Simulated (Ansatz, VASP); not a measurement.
One calculation of MnO2, two programs

INCAR

```
  PREC = Accurate
  ENCUT = 520
  EDIFF = 1E-6
  ISMEAR = 0
  SIGMA = 0.05
  LREAL = False
  LASPH = True
  NELM = 150
  ALGO = Normal
  ISIF = 2
  LWAVE = False
  LCHARG = True
  ISPIN = 2
  MAGMOM = 3.03 -3.03 -0.04 0.04 0.04 -0.04
  LORBIT = 11
  LMAXMIX = 4
  LDAU = True
  LDAUTYPE = 2
  LDAUL = 2 -1
  LDAUU = 4 0
  LDAUJ = 0 0
  LDAUPRINT = 1
  LELF = True
  LVHAR = True
  NBANDS = 38
```

Contents of KPOINTS:

```
Automatic mesh
0
Gamma
  8 8 4
```

POSCAR

```
MnO2
1.0
    1.4178470700      0.8185943900      4.2866856900
   -1.4178470700      0.8185943900      4.2866856900
    0.0000000000     -3.2743775600      8.5733713800
Mn O
2 4
Direct
    0.0000000000      0.0000000000      0.0000000000
    0.0000000000      0.0000000000      0.5000000000
    0.2520000000      0.2520000000      0.1260000000
    0.7480000000      0.7480000000      0.3740000000
    0.2520000000      0.2520000000      0.6260000000
    0.7480000000      0.7480000000      0.8740000000
```

Input for Ansatz:

```yaml
crystal:
  lattice:
    - [1.41784707, 0.81859439, 4.28668569]
    - [-1.41784707, 0.81859439, 4.28668569]
    - [0.0, -3.27437756, 8.57337138]
  atoms:
    - { symbol: Mn, position: [0.0, 0.0, 0.0], spin: 3.0 }
    - { symbol: O, position: [0.252, 0.252, 0.126] }
    - { symbol: O, position: [0.748, 0.748, 0.374] }
    - { symbol: Mn, position: [0.0, 0.0, 0.5], spin: -3.0 }
    - { symbol: O, position: [0.252, 0.252, 0.626] }
    - { symbol: O, position: [0.748, 0.748, 0.874] }
basis:
  ecutwfc: 420
  ecutrho_ratio: 4
kpoints:
  mp_grid: { grid: [8, 8, 4] }
hamiltonian:
  xc: lda
  hubbard:
    sites:
      - { site: 0, l: d, u_eff: 4.0, starting_ns: [{ spin: up, occupation_matrix: s0up }, { spin: down, occupation_matrix: s0down }] }
      - { site: 3, l: d, u_eff: 4.0, starting_ns: [{ spin: up, occupation_matrix: s3up }, { spin: down, occupation_matrix: s3down }] }
    occupation_matrices:
      s0up:
        matrix:
          - [0.97, 0.0, 0.0, 0.0, 0.0]
          - [0.0, 0.36529, 0.0, 0.0, 0.45695]
          - [0.0, 0.0, 0.36584, 0.4571, 0.0]
          - [0.0, 0.0, 0.4571, 0.62416, 0.0]
          - [0.0, 0.45695, 0.0, 0.0, 0.62471]
      s0down:
        matrix:
          - [0.02, 0.0, 0.0, 0.0, 0.0]
          - [0.0, 0.02, 0.0, 0.0, 0.0]
          - [0.0, 0.0, 0.02, 0.0, 0.0]
          - [0.0, 0.0, 0.0, 0.02, 0.0]
          - [0.0, 0.0, 0.0, 0.0, 0.02]
      s3up:
        matrix:
          - [0.02, 0.0, 0.0, 0.0, 0.0]
          - [0.0, 0.02, 0.0, 0.0, 0.0]
          - [0.0, 0.0, 0.02, 0.0, 0.0]
          - [0.0, 0.0, 0.0, 0.02, 0.0]
          - [0.0, 0.0, 0.0, 0.0, 0.02]
      s3down:
        matrix:
          - [0.97, 0.0, 0.0, 0.0, 0.0]
          - [0.0, 0.36529, 0.0, 0.0, 0.45695]
          - [0.0, 0.0, 0.36584, 0.4571, 0.0]
          - [0.0, 0.0, 0.4571, 0.62416, 0.0]
          - [0.0, 0.45695, 0.0, 0.0, 0.62471]
    ns_hold: { iters: 8 }
scf:
  occupations: { method: gaussian, width: 0.05 }
  lower_state_search: "off"
  max_iter: 150
output:
  forces: true
  stress: true
  eigenvalues: true
  populations: true
  hubbard: { sites: [{ site: 0, l: d }, { site: 3, l: d }] }
  write_density: true
  write_potential: true
  elf: true
  volumetric_format: npy
magnetization:
  spin_polarized: true
```

Alike in both runs: task single point; functional LDA; k mesh 8 × 8 × 4; occupations gaussian, width 0.05 eV; collinear spin; Hubbard terms Mn d U = 4.0 eV.

|  | VASP | Ansatz |
| --- | --- | --- |
| version | VASP 6.6.1 | Ansatz 0.2.0 |
| potentials or method | VASP PAW LDA potentials, release 64 (Mn_pv, O), cutoff 520 eV | scalar-relativistic, plane waves, PAW |
| valence electrons in the cell | 50 | 54 |

|  | VASP | Ansatz | Ansatz less VASP |
| --- | --- | --- | --- |
| gap on the k mesh at the Fermi level (eV) | 1.55 | 1.53 | -0.022 |
| least direct gap on the mesh (eV) | 1.84 | 1.82 | -0.014 |
| pressure (GPa) | -11.6 | -12.0 | -0.35 |
| rms of the force components (eV/Å) | 0.891 | 0.916 | +0.0253 |
| net moment per atom (μB) | 0.00 | 0.00 | 0.000 |
| size of the moment on the site where the two differ most (μB) | 3.05 | 2.75 | -0.296 |

LDA's correlation is that of Perdew and Zunger in VASP and of Perdew and Wang (1992) in Ansatz. Site moments also hang on the region over which each program counts them. The programs project onto different local orbitals, so the same U acts differently, and such runs can settle in different states. VASP's potentials hold 50 valence electrons a cell and Ansatz's 54, so a difference there can come from the potentials and not from the codes.
